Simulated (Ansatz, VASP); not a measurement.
# Two plane-wave programs on Ir

```
Ir
1.0
     2.73687    0.00000    0.00000
    -1.36843    2.37020    0.00000
     0.00000    0.00000    4.45039
Ir
2
Direct
  0.66667 0.33333 0.75000
  0.33333 0.66667 0.25000
```

Alike in both runs: functional BLYP; dispersion D3(BJ); k mesh 12 × 12 × 7; occupations fermi-dirac, width 0.01 eV; no spin polarisation.

Ansatz relaxed the structure, and its values are those at the end. VASP's run is a single point on that final structure, the one shown.

|  | VASP | Ansatz |
| --- | --- | --- |
| version | VASP 6.6.1 | Ansatz 0.2.0 |
| potentials or method | VASP PAW PBE potentials, release 64 (Ir_sv_GW), cutoff 500 eV | plane waves, PAW |
| valence electrons in the cell | 34 | 34 |

|  | VASP | Ansatz | Ansatz less VASP |
| --- | --- | --- | --- |
| pressure (GPa) | -1.3 | 0.0 | +1.34 |

VASP's potentials were made for PBE, not for BLYP. Ansatz's warnings: stress scf threshold loose.

Spin-orbit coupling is off throughout.
